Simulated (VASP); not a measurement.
A run of VASP 6.6.1 is set up as follows.

INCAR

```
SYSTEM = SiGe2N2
ALGO = Normal
EDIFF = 1E-6
ENCUT = 520
GGA = PE
ISIF = 2
ISMEAR = 0
LASPH = .True.
LCHARG = .False.
LREAL = .False.
LWAVE = .False.
NBANDS = 29
NELM = 80
PREC = Accurate
SIGMA = 0.1
```

Contents of KPOINTS:

```
k-points
0
Gamma
  8 8 8
  0 0 0
```

File POSCAR:

```
SiGe2N2
1.0
   -1.8190842810      1.8190842810      4.7728448956
    1.8190842810     -1.8190842810      4.7728448956
    1.8190842810      1.8190842810     -4.7728448956
Si Ge N
1 2 2
Direct
    0.0000000000      0.0000000000      0.0000000000
    0.2500000000      0.7500000000      0.5000000000
    0.7500000000      0.2500000000      0.5000000000
    0.6260000000      0.6260000000      0.0000000000
    0.3740000000      0.3740000000      0.0000000000
```

Potentials or basis: VASP PAW PBE potentials, release 64 (Si, Ge_d, N).

Launch:

```sh
$ cat potpaw_PBE.64/Si/POTCAR potpaw_PBE.64/Ge_d/POTCAR potpaw_PBE.64/N/POTCAR > POTCAR
$ mpirun -np 1 vasp_std > vasp.out
```

(1) What does it give for the pressure?

(2) Predict the largest force.

Answers

(1) 16.6 GPa.

(2) 1.397 eV/Å.

Caveat: forces of over 1 eV/Å act on the atoms, so gaps and moduli don't describe the material at rest.
